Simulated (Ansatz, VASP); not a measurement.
# Two plane-wave programs on TaN

```
Ta N
1.0
     0.00000    2.25348    2.18784
     2.25348    0.00000    2.18784
     2.25348    2.25348    0.00000
Ta N
1 1
Direct
  0.50000 0.50000 0.50000
  0.00000 0.00000 0.00000
```

Change from the starting cell: strain +0.030 along x and y, +0.000 along z, atoms carried along.

Alike in both runs: task single point; functional PBEsol; k mesh 24 × 24 × 24; occupations gaussian, width 0.15 eV; no spin polarisation.

|  | VASP | Ansatz |
| --- | --- | --- |
| version | VASP 6.6.1 | Ansatz 0.2.0 |
| potentials or method | VASP PAW PBE potentials, release 64 (Ta_pv, N), cutoff 520 eV | scalar-relativistic, plane waves, PAW |
| valence electrons in the cell | 16 | 18 |

Ansatz gave:

```
gap on the k mesh at the Fermi level (eV)                     : none
pressure (GPa)                                                : -17.8
traceless stress, the component that is largest in VASP (GPa) : 9.71
```

Problem. Estimate VASP's values.

Solution. gap on the k mesh at the Fermi level (eV): none; pressure (GPa): -17.1; traceless stress, the component that is largest in VASP (GPa): 9.79.

VASP's potentials were made for PBE, not for PBEsol. A gap of «none» marks a metal or a gap that the smearing closes. With one functional, cell and mesh, what is left measures potentials, basis and numerics. VASP's potentials hold 16 valence electrons a cell and Ansatz's 18, so a difference there can come from the potentials and not from the codes.

Neither program's run includes spin-orbit coupling.
